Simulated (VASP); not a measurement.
# Nb in VASP: further runs, part 2 of 2

VASP 6.6.1.

**3. Single point, PBEsol**

Input file INCAR:

```
SYSTEM = Nb
PREC = Accurate
ENCUT = 520
EDIFF = 1E-6
ISMEAR = -1
SIGMA = 0.1
LREAL = .False.
LASPH = .True.
NELM = 80
ALGO = Normal
ISIF = 2
LWAVE = .False.
LCHARG = .True.
LDIPOL = .True.
IDIPOL = 3
DIPOL = 0.5 0.5 0.500
GGA = PS
LELF = .True.
LVHAR = .True.
LVACPOTAV = .True.
NBANDS = 40
EFIELD = -0.1
```

Input file KPOINTS:

```
regular mesh
0
Gamma
  12 12 1
  0 0 0
```

Input file POSCAR:

```
Nb
1.0
    2.8349627735      0.0000000000      0.0000000000
   -0.9449875912      2.6728285354      0.0000000000
    0.0000000000      0.0000000000     25.2589000000
Nb
5
Direct
    0.0000000000      0.0000000000      0.3202464692
    0.5000000000      0.5000000000      0.4082178150
    0.0000000000      0.0000000000      0.5000000007
    0.5000000000      0.5000000000      0.5917821840
    0.0000000000      0.0000000000      0.6797535311
```

Potentials or basis: VASP PAW PBE potentials, release 64 (Nb_sv).

On the command line:

```bash
$ cat potpaw_PBE.64/Nb_sv/POTCAR > POTCAR
$ mpirun -np 1 vasp_std > vasp.out
```

It took 4.7 min on 1 thread of Intel Xeon 6975P-C (Granite Rapids), shared host; peak memory 0.45 GiB.

It converged, with:

```
Free energy            : -52.6971 eV
Largest force          : 0.012 eV/Å
Band gap on the k mesh : zero (an odd number of electrons rules out a gap without spin polarisation)
```

Forces on the atoms (eV/Å):
```
Nb   0.000  0.000  0.007
Nb   0.000  0.000  0.003
Nb   0.000  0.000 -0.002
Nb   0.000  0.000  0.004
Nb   0.000  0.000 -0.012
```

Levels at points of the mesh, in eV from the Fermi level:
| k point | band 30 | band 31 | band 32 | band 33 | band 34 | band 35 |
| --- | --- | --- | --- | --- | --- | --- |
| (0.00, 0.00, 0.00) | -0.36 | -0.29 | 0.18 | 0.22 | 0.23 | 0.47 |
| (0.50, 0.00, 0.00) | -1.48 | -0.09 | 0.31 | 0.96 | 1.54 | 2.36 |
| (0.50, 0.50, 0.00) | -0.79 | -0.05 | 0.86 | 1.81 | 1.92 | 2.12 |

Caveat: the PAW data sets were made with another functional, which shifts forces and pressure a little.

**4. Single point, PBEsol**

Input file INCAR:

```
SYSTEM = Nb
  PREC = Accurate
  ENCUT = 520
  EDIFF = 1E-7
  ISMEAR = -1
  SIGMA = 0.1
  LREAL = .FALSE.
  LASPH = .TRUE.
  NELM = 100
  ALGO = Normal
  ISIF = 2
  LWAVE = .FALSE.
  LCHARG = .FALSE.
  LDIPOL = .TRUE.
  IDIPOL = 3
  DIPOL = 0.5 0.5 0.500
  GGA = PS
  NBANDS = 40
```

Input file KPOINTS:

```
regular mesh
0
G
  12 12 1
  0 0 0
```

POSCAR is that of step 3.

On the command line:

```bash
$ cat potpaw_PBE.64/Nb_sv/POTCAR > POTCAR
$ mpirun -np 1 vasp_std > vasp.out
```

Wall time 11 min (1 thread of Oxide Virtual Turin-like, shared host); peak memory 0.43 GiB.

The run converged. Its results:

- Free energy: -52.6943 eV
- Largest force: 0.010 eV/Å
- Band gap on the k mesh: zero (an odd number of electrons rules out a gap without spin polarisation)

Forces on the atoms (eV/Å):
```
Nb   0.000  0.000  0.010
Nb   0.000  0.000 -0.001
Nb   0.000  0.000  0.000
Nb   0.000  0.000  0.001
Nb   0.000  0.000 -0.010
```

Levels at points of the mesh, in eV from the Fermi level:
```csv
k point,band 28,band 29,band 30,band 31,band 32,band 33,band 34,band 35,band 36,band 37
"(0.00, 0.00, 0.00)",-0.95,-0.50,-0.36,-0.29,0.18,0.22,0.23,0.47,1.12,1.19
"(0.50, 0.00, 0.00)",-1.53,-1.52,-1.48,-0.09,0.31,0.96,1.54,2.36,2.91,2.97
"(0.50, 0.50, 0.00)",-1.76,-1.59,-0.79,-0.05,0.86,1.81,1.92,2.12,2.98,2.99
```

Caveat: the PAW data sets were made with another functional, which shifts forces and pressure a little.

**5. Single point, PBEsol**

Input file INCAR:

```
  PREC = Accurate
  ENCUT = 520
  EDIFF = 1E-6
  ISMEAR = -1
  SIGMA = 0.1
  LREAL = F
  LASPH = T
  NELM = 60
  ALGO = Normal
  ISIF = 2
  LWAVE = F
  LCHARG = F
  LDIPOL = T
  IDIPOL = 3
  DIPOL = 0.5 0.5 0.500
  GGA = PS
  NBANDS = 40
```

Input file KPOINTS:

```
Automatic mesh
0
Gamma
  12 12 1
```

POSCAR is that of step 4.

Potentials or basis: VASP PAW PBE potentials, release 64 (Nb_sv).

On the command line:

```bash
$ cat potpaw_PBE.64/Nb_sv/POTCAR > POTCAR
$ mpirun -np 1 vasp_std > vasp.out
```

OUTCAR:

```text
PREC = Accurate
   ENCUT = 520
   EDIFF = 1E-6
   ISMEAR = -1
   LREAL = F
   LASPH = T
   NELM = 60
   ISIF = 2
   GGA = PS

 ion  position               nearest neighbor table
   1  0.000  0.000  0.320-   2 2.76   2 2.76
   2  0.500  0.500  0.408-   1 2.76   1 2.76   3 2.84   3 2.84
   3  0.000  0.000  0.500-   4 2.84   4 2.84   2 2.84   2 2.84
   4  0.500  0.500  0.592-   5 2.76   5 2.76   3 2.84   3 2.84
   5  0.000  0.000  0.680-   4 2.76   4 2.76

  LATTYP: Found a base centered orthorhombic cell.
 ALAT       =     3.2735330408
 B/A-ratio  =     1.4142135624
 C/A-ratio  =     7.7160974656

  Lattice vectors:

 A1 = (   2.8349627735,   0.0000000000,   0.0000000000)
 A2 = (  -0.9449875912,   2.6728285354,   0.0000000000)
 A3 = (   0.0000000000,   0.0000000000,  25.2589000000)

Analysis of symmetry for initial positions (statically):
=====================================================================
 Subroutine PRICEL returns:
 Original cell was already a primitive cell.

 Routine SETGRP: Setting up the symmetry group for a
 base centered orthorhombic supercell.

[... 181 lines left out ...]
 Fermi energy:         2.9026693116

 k-point     1 :       0.0000    0.0000    0.0000
  band No.  band energies     occupation
      1     -51.5892      2.00000
      2     -51.5878      2.00000
      3     -51.3033      2.00000
      4     -51.2038      2.00000
      5     -51.1160      2.00000
      6     -28.1677      2.00000
[... 1021 lines left out ...]
     39       5.2649      0.00000
     40       5.9502      0.00000

 [... further k-points ...]

------------------------ aborting loop because EDIFF is reached ----------------------------------------

 vacuum level on the upper side and lower side of the slab       (xc-potential included)        -0.156        -0.156

  FORCE on cell =-STRESS in cart. coord.  units (eV):
  Direction    XX          YY          ZZ          XY          YZ          ZX
  --------------------------------------------------------------------------------------
  -------------------------------------------------------------------------------------
  Total       -3.2089726     -2.9325705     -0.1631657      0.3908917      0.0000000      0.0000000
  in kB      -26.8623314    -24.5485670     -1.3658615      3.2721569      0.0000000      0.0000000
  external PRESSURE =     -17.5922533 kB  Pullay stress =       0.0000000 kB

 VOLUME and BASIS-vectors are now :
 -----------------------------------------------------------------------------
  energy-cutoff  :      520.00
  volume of cell :      191.40
      direct lattice vectors                 reciprocal lattice vectors
     2.834962774  0.000000000  0.000000000     0.352738318  0.124711828  0.000000000
    -0.944987591  2.672828535  0.000000000     0.000000000  0.374135485  0.000000000
     0.000000000  0.000000000 25.258900000     0.000000000  0.000000000  0.039590006

 POSITION                                       TOTAL-FORCE (eV/Angst)
 -----------------------------------------------------------------------------------
      0.00000      0.00000      8.08907        -0.000000     -0.000000      0.010159
      0.94499      1.33641     10.31113         0.000000     -0.000000     -0.000727
      0.00000      0.00000     12.62945        -0.000000      0.000000      0.000000
      0.94499      1.33641     14.94777        -0.000000      0.000000      0.000727
      0.00000      0.00000     17.16983        -0.000000      0.000000     -0.010159
 -----------------------------------------------------------------------------------
    total drift:                                0.000000     -0.000000      0.000001

  FREE ENERGIE OF THE ION-ELECTRON SYSTEM (eV)
  ---------------------------------------------------
  free  energy   TOTEN  =       -52.6942877771 eV

  energy  without entropy=      -52.4788355490  energy(sigma->0) =      -52.58656166

 vacuum level on the upper side and lower side of the slab         7.386         7.386
```

Run time: 8.4 min. Hardware: 1 thread of Oxide Virtual Turin-like, shared host; peak memory 0.42 GiB.

Results:

* Free energy: -52.6943 eV
* Largest force: 0.010 eV/Å
* Band gap on the k mesh: zero (an odd number of electrons rules out a gap without spin polarisation)

Forces in eV/Å, atoms in the order of the input:
```
Nb   0.000  0.000  0.010
Nb   0.000  0.000 -0.001
Nb   0.000  0.000  0.000
Nb   0.000  0.000  0.001
Nb   0.000  0.000 -0.010
```

Levels at points of the mesh, in eV from the Fermi level:
```
           k point  band 28  band 29  band 30  band 31  band 32  band 33  band 34  band 35  band 36  band 37
(0.00, 0.00, 0.00)    -0.95    -0.50    -0.36    -0.29     0.18     0.22     0.23     0.47     1.12     1.19
(0.50, 0.00, 0.00)    -1.53    -1.52    -1.48    -0.09     0.31     0.96     1.54     2.36     2.91     2.97
(0.50, 0.50, 0.00)    -1.76    -1.59    -0.79    -0.05     0.86     1.81     1.92     2.12     2.98     2.99
```

Caveat: the PAW data sets were made with another functional, which shifts forces and pressure a little.
